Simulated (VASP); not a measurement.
# Al3GaN4: single point with PBEsol

The system is Al3GaN4.

```
Al Ga N
1.0
     4.23072    0.00000    0.00000
     0.00000    4.23072    0.00000
     0.00000    0.00000    4.75955
Al Ga N
3 1 4
Direct
  0.50000 0.50000 0.00000
  0.50000 0.00000 0.50000
  0.00000 0.50000 0.50000
  0.00000 0.00000 0.00000
  0.74471 0.74471 0.25529
  0.74471 0.25529 0.74471
  0.25529 0.74471 0.74471
  0.25529 0.25529 0.25529
```

This cell differs from its parent crystal: strain -0.040 along x and y, +0.080 along z.

```
Program                : VASP 6.6.1
Task                   : single point
Functional             : PBEsol
Potentials or basis    : VASP PAW PBE potentials, release 64 (Al, Ga_d, N)
Cutoff                 : 520 eV
k mesh                 : 6 × 6 × 6
Occupations            : gaussian, width 0.05 eV
Spin                   : no spin polarisation
Dipole correction      : no
Further INCAR settings : ALGO = Normal; EDIFF = 1e-06; NBANDS = 31
```

```json
{
 "Pressure": "-0.1 GPa",
 "Largest force": "0.113 eV/Å",
 "Band gap on the k mesh": "2.90 eV, indirect (least direct gap 2.95 eV)"
}
```

Forces in eV/Å, atoms in the order of the input:
```
Al   0.000  0.000  0.000
Al   0.000  0.000  0.000
Al   0.000  0.000  0.000
Ga   0.000  0.000  0.000
N   -0.038 -0.038 -0.100
N   -0.038  0.038  0.100
N    0.038 -0.038  0.100
N    0.038  0.038 -0.100
```

Stress tensor (GPa, compression positive):
```
  6.94   0.00   0.00
  0.00   6.94   0.00
  0.00   0.00 -14.14
```

Levels at points of the mesh, in eV from the valence-band top:
| k point | band 19 | band 20 | band 21 | band 22 | band 23 | band 24 |
| --- | --- | --- | --- | --- | --- | --- |
| (0.00, 0.00, 0.00) | -0.68 | -0.05 | -0.05 | 2.90 | 2.90 | 3.11 |
| (0.50, 0.00, 0.00) | -1.60 | -1.48 | -1.29 | 5.33 | 5.45 | 6.14 |
| (0.50, 0.50, 0.00) | -0.31 | -0.24 | -0.24 | 7.13 | 7.34 | 7.34 |
| (0.00, 0.00, 0.50) | -1.02 | -0.75 | -0.75 | 5.14 | 5.15 | 5.15 |
| (0.50, 0.00, 0.50) | -1.24 | -1.10 | -1.02 | 6.58 | 7.10 | 7.15 |
| (0.50, 0.50, 0.50) | -0.35 | -0.19 | -0.19 | 4.80 | 6.04 | 6.07 |

Wall time 3.4 min on 1 thread of AMD EPYC 7R13, on a shared host, peak memory 0.21 GiB.

Caveat: the cell differs from its parent crystal (strain -0.040 along x and y, +0.080 along z); the PAW data sets were made with another functional, which shifts forces and pressure a little. A k mesh can miss the band edges.
